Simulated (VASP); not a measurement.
Set up this calculation in VASP 6.6.1, as the native input.

```yaml
Task: relaxation of cell and atoms
Functional: PBEsol
Potentials_or_basis: VASP PAW PBE potentials, release 64 (Y_sv)
Cutoff: 600 eV
k_mesh: 15 × 15 × 15
Occupations: fermi-dirac, width 0.05 eV
Spin: no spin polarisation
Target_pressure: 29 GPa
Dipole_correction: no
Further_INCAR_settings: ALGO = Normal; EDIFF = 1e-07; IBRION = 2; EDIFFG = -0.005; NSW = 60; ISIF = 3
```

The structure of Y lies in POSCAR:

```
Y
1.0
    0.0000000000      2.1894502361      2.1894502361
    2.1894502361      0.0000000000      2.1894502361
    2.1894502361      2.1894502361      0.0000000000
Y
1
Direct
    0.0000000000      0.0000000000      0.0000000000
```

This isn't the form of Y at room conditions, which is hcp.

One way to write it, as run:

INCAR

```
PREC = Accurate ; ENCUT = 600
EDIFF = 1E-7 ; ISMEAR = -1
SIGMA = 0.05 ; LREAL = False
LASPH = True ; NELM = 80
ALGO = Normal ; ISIF = 3
LWAVE = False ; LCHARG = False
GGA = PS ; IBRION = 2
NSW = 60 ; EDIFFG = -0.005
PSTRESS = 290.0
```

KPOINTS

```
Automatic mesh
0
Gamma
  15 15 15
```

Potentials or basis: VASP PAW PBE potentials, release 64 (Y_sv).

Run with:

```sh
$ cat potpaw_PBE.64/Y_sv/POTCAR > POTCAR
$ mpirun -np 1 vasp_std > vasp.out
```

It gave:

```json
{"Relaxed volume": "20.95 Å³/atom", "Relaxed cell": "a = 3.095 Å, b = 3.095 Å, c = 3.095 Å, α = 60.00°, β = 60.00°, γ = 60.00°", "Space group after relaxing (to 0.1 Å)": "Fm-3m (No. 225)", "Energy change on relaxing (the run minimises the enthalpy)": "+6.7 meV/atom", "Ionic steps": "3", "Pressure after relaxing": "29.0 GPa", "Band gap on the k mesh": "zero (an odd number of electrons rules out a gap without spin polarisation)"}
```

Caveat: the cell is relaxed towards a set pressure, so the run minimises the enthalpy, not the energy; the PAW data sets were made with another functional, which shifts forces and pressure a little.

It took 42 s on 1 thread of AMD EPYC 9R45 96-Core Processor (Zen 5) (shared host), peak memory 0.18 GiB.
